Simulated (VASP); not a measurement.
Wanted: the native input for a VASP 6.6.1 run.

```yaml
Task: single point
Functional: PBE
Dispersion: D3(BJ)
Potentials_or_basis: VASP PAW PBE potentials, release 64 (B, O)
Cutoff: 520 eV
k_mesh: 21 × 21 × 6
Occupations: gaussian, width 0.15 eV
Spin: no spin polarisation
Dipole_correction: no
Further_INCAR_settings: ALGO = Normal; EDIFF = 1e-06; NBANDS = 21
```

The structure of B2O lies in POSCAR:

```
B2O
1.0
    2.5737037965      0.0000000000      0.0000000000
   -1.2868518983      2.2288928696      0.0000000000
    0.0000000000      0.0000000000     10.6036596416
B O
4 2
Direct
    0.0000000000      0.0000000000      0.4099026039
    0.0000000000      0.0000000000      0.5900973961
    0.6666666667      0.3333333333      0.0293462865
    0.3333333333      0.6666666667      0.9706537135
    0.6666666667      0.3333333333      0.3525784977
    0.3333333333      0.6666666667      0.6474215023
```

One way to write it, as run:

INCAR

```
PREC = Accurate
ENCUT = 520
EDIFF = 1E-6
ISMEAR = 0
SIGMA = 0.15
LREAL = False
LASPH = True
NELM = 80
ALGO = Normal
ISIF = 2
LWAVE = False
LCHARG = False
GGA = PE
IVDW = 12
NBANDS = 21
```

KPOINTS

```
Automatic mesh
0
Gamma
  21 21 6
```

Potentials or basis: VASP PAW PBE potentials, release 64 (B, O).

Run with:

```console
$ cat potpaw_PBE.64/B/POTCAR potpaw_PBE.64/O/POTCAR > POTCAR
$ mpirun -np 1 vasp_std > vasp.out
```

It gave:

```yaml
Pressure: -11.3 GPa
Largest_force: 1.370 eV/Å
Band_gap_on_the_k_mesh: zero (bands 12 and 13 overlap by 3.82 eV)
Dispersion_energy_per_atom: -0.119 eV
```

Caveat: the stress differs along the axes, from -15 to -9 GPa; forces of over 1 eV/Å act on the atoms, so gaps and moduli don't describe the material at rest.

Wall time 2.5 min on 1 thread of AMD EPYC 9R45 96-Core Processor (Zen 5), on a shared host, peak memory 0.34 GiB.
